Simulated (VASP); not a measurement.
Write the native input for VASP 6.6.1 that does the following.

- Task: single point
- Functional: PBEsol
- Potentials or basis: VASP PAW PBE potentials, release 64 (C_h, N_h, H_h)
- Cutoff: 1000 eV
- k mesh: 2 × 2 × 1
- Occupations: fermi-dirac, width 0.05 eV
- Spin: no spin polarisation
- Dipole correction: no
- Further INCAR settings: LREAL = Auto; ALGO = Normal; EDIFF = 1e-06; NBANDS = 55; NELMDL = -8

The structure of HC18N lies in POSCAR:

```
HC18N
1.0
    7.3980000000      0.0000000000      0.0000000000
   -3.6990000000      6.4068560000      0.0000000000
    0.0000000000      0.0000000000     11.0000000000
C N H
18 1 1
Direct
    0.0010638613      0.0036340757      0.0897423636
    0.2245761503      0.1152382698      0.0892710909
    0.0039796834      0.3417812106      0.1238196364
    0.2254965035      0.4464369107      0.0948379091
   -0.0029324026      0.6616810180      0.0862110909
    0.2234721668      0.7770002947      0.0880021818
    0.3353163837     -0.0002701793      0.0880219091
    0.5560694077      0.1104894507      0.0924530909
    0.3343194333      0.3376667120      0.0914708182
    0.5561705314      0.4460423334      0.0883686364
    0.3343577602      0.6665887293      0.0873383636
    0.5537808283      0.7781726326      0.0868195455
    0.6611178482     -0.0020676288      0.0953198182
    0.8817267160      0.1037432401      0.1256160909
    0.6667636577      0.3344721654      0.0925544545
    0.8844446492      0.4433442862      0.0953822727
    0.6633799376      0.6655738790      0.0866019091
    0.8840775749      0.7726725870      0.0838024545
    0.9467985740      0.2207577320      0.2350796364
    1.0850601906     -0.1042224142      0.0832261818
```

The input as run:

INCAR

```
ALGO     = Normal         # electronic algorithm
EDIFF    = 1E-6           # SCF threshold, eV
ENCUT    = 1000           # plane-wave cutoff, eV
GGA      = PS             # functional
GGA_COMPAT= False        
ISIF     = 2              # what is computed and relaxed
ISMEAR   = -1             # smearing method
LASPH    = True           # aspherical terms in the spheres
LCHARG   = False          # write CHGCAR
LREAL    = Auto         
LWAVE    = False          # write WAVECAR
NBANDS   = 55             # bands
NELM     = 120            # most SCF steps
NELMDL   = -8           
PREC     = Accurate       # precision mode
SIGMA    = 0.05           # smearing width, eV
```

KPOINTS

```
k-points
0
Gamma
  2 2 1
```

Potentials or basis: VASP PAW PBE potentials, release 64 (C_h, N_h, H_h).

The run is started by

```console
$ cat potpaw_PBE.64/C_h/POTCAR potpaw_PBE.64/N_h/POTCAR potpaw_PBE.64/H_h/POTCAR > POTCAR
$ mpirun -np 1 vasp_std > vasp.out
```

It gave:

The largest force is 0.070 eV/Å. The band gap on the k mesh is 0.21 eV (least direct gap 0.27 eV).

Caveat: the k points lie up to 0.49 Å⁻¹ apart; there is no dipole correction, which matters where the two faces differ; the PAW data sets were made with another functional, which shifts forces and pressure a little.

Run time: 18 min on 1 thread of Intel(R) Xeon(R) Platinum 8259CL CPU @ 2.50GHz (Skylake/Cascade Lake), on a shared host, peak memory 1.4 GiB.
